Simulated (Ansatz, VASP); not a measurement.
**Two plane-wave programs on TaC5**

```
Ta C
1.0
    -2.27007    2.27007    2.66409
     2.27007   -2.27007    2.66409
     2.27007    2.27007   -2.66409
Ta C
1 5
Cartesian
  0.0000 0.0000 2.6641
  0.0000 2.2701 0.6688
  2.2701 0.0000 0.6688
  2.2701 0.0000 1.9953
  0.0000 2.2701 1.9953
  0.0000 0.0000 0.0000
```

Alike in both runs: functional PBE; k mesh 12 × 12 × 12; occupations gaussian, width 0.1 eV; no spin polarisation.

Ansatz relaxed the structure, and its values are those at the end. VASP's run is a single point on that final structure, the one shown.

|  | VASP | Ansatz |
| --- | --- | --- |
| version | VASP 6.6.1 | Ansatz 0.2.0 |
| potentials or method | VASP PAW PBE potentials, release 64 (Ta_pv, C), cutoff 520 eV | scalar-relativistic, plane waves, PAW |
| valence electrons in the cell | 31 | 33 |

|  | VASP | Ansatz | Ansatz less VASP |
| --- | --- | --- | --- |
| gap on the k mesh at the Fermi level (eV) | none | none | - |
| pressure (GPa) | 0.1 | 0.0 | -0.13 |
| rms of the force components (eV/Å) | 0.010 | 0.000 | -0.0098 |

A gap of «none» marks a metal or a gap that the smearing closes. VASP's potentials hold 31 valence electrons a cell and Ansatz's 33, so a difference there can come from the potentials and not from the codes.

Spin-orbit coupling is off throughout.
